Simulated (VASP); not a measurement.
Set up this calculation in VASP 6.6.1, as the native input.

```
Task                   : single point
Functional             : r2SCAN
Potentials or basis    : VASP PAW PBE potentials, release 64 (K_sv, F)
Cutoff                 : 520 eV
k mesh                 : 8 × 8 × 8
Occupations            : gaussian, width 0.05 eV
Spin                   : no spin polarisation
Dipole correction      : no
Further INCAR settings : ALGO = Normal; EDIFF = 1e-06; NBANDS = 15
```

The system is KF.

```
K F
1.0
     0.00000    2.80717    2.74034
     2.80717    0.00000    2.74034
     2.80717    2.80717    0.00000
K F
1 1
Direct
  0.00000 0.00000 0.00000
  0.50000 0.50000 0.50000
```

This cell differs from its parent crystal: strain +0.050 along x and y, +0.025 along z.

One way to write it, as run:

POSCAR

```
KF
1.0
    0.0000000000      2.8071750000      2.7403375000
    2.8071750000      0.0000000000      2.7403375000
    2.8071750000      2.8071750000      0.0000000000
K F
1 1
Direct
    0.0000000000      0.0000000000      0.0000000000
    0.5000000000      0.5000000000      0.5000000000
```

INCAR.step1

```
PREC = Accurate
ENCUT = 520
ISMEAR = 0
SIGMA = 0.05
LREAL = False
LASPH = True
NELM = 80
NBANDS = 15
GGA = PE
ALGO = Normal
EDIFF = 1E-4
LWAVE = True
LCHARG = False
```

INCAR.step2

```
PREC = Accurate
ENCUT = 520
EDIFF = 1E-6
ISMEAR = 0
SIGMA = 0.05
LREAL = False
LASPH = True
NELM = 80
ALGO = Normal
ISIF = 2
LWAVE = False
LCHARG = False
METAGGA = R2SCAN
LMIXTAU = True
NBANDS = 15
ISTART = 1
```

KPOINTS

```
regular mesh
0
Gamma
  8 8 8
```

Potentials or basis: VASP PAW PBE potentials, release 64 (K_sv, F).

The run is started by

```sh
$ cat potpaw_PBE.64/K_sv/POTCAR potpaw_PBE.64/F/POTCAR > POTCAR
$ cp INCAR.step1 INCAR
$ mpirun -np 1 vasp_std > vasp.out
$ cp INCAR.step2 INCAR
$ mpirun -np 1 vasp_std > vasp.out
```

Results of the run:

```json
{
  "Pressure": "-3.5 GPa",
  "Band gap on the k mesh": "6.20 eV, direct"
}
```

Caveat: the cell differs from its parent crystal (strain +0.050 along x and y, +0.025 along z); the PAW data sets were made with another functional, which shifts forces and pressure a little.

It took 2.3 min on 1 thread of AMD EPYC 7R13 Processor (Zen 3), on a shared host, peak memory 0.16 GiB.
